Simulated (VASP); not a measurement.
Runs of VASP 6.6.1 on LiH. The structure is that of space group Fm-3m (No. 225), or close to it. The cells are those of the table. 

| level | cell | smearing | gap on the mesh (eV) |
| --- | --- | --- | --- |
| r2SCAN | a = 2.858, b = 2.858, c = 2.883 Å, angles 59.7, 59.7, 60.6°, 2 atoms | gaussian 0.01 eV | (a) |
| PBE | a = 2.919 Å, angles 58.1°, 2 atoms | fermi-dirac 0.02 eV | 3.00 |
| PBE | a = 2.858, b = 2.858, c = 2.883 Å, angles 59.7, 59.7, 60.6°, 2 atoms | fermi-dirac 0.02 eV | 2.84 |
| r2SCAN | a = 2.919 Å, angles 58.1°, 2 atoms | gaussian 0.01 eV | 3.60 |
| r2SCAN | a = 2.833, b = 2.833, c = 2.869 Å, angles 59.6, 59.6, 59.2°, 2 atoms | gaussian 0.01 eV | (b) |
| PBE | a = 2.833, b = 2.833, c = 2.869 Å, angles 59.6, 59.6, 59.2°, 2 atoms | fermi-dirac 0.02 eV | 2.97 |

Alike in all rows: task single point; potentials or basis VASP PAW PBE potentials, release 64 (Li_sv, H); no spin polarisation; k mesh 10 × 10 × 10; cutoff (eV) 520.

Q: Fill in the values left out.

A: (a) 3.43; (b) 3.58.

A k mesh can miss the band edges.
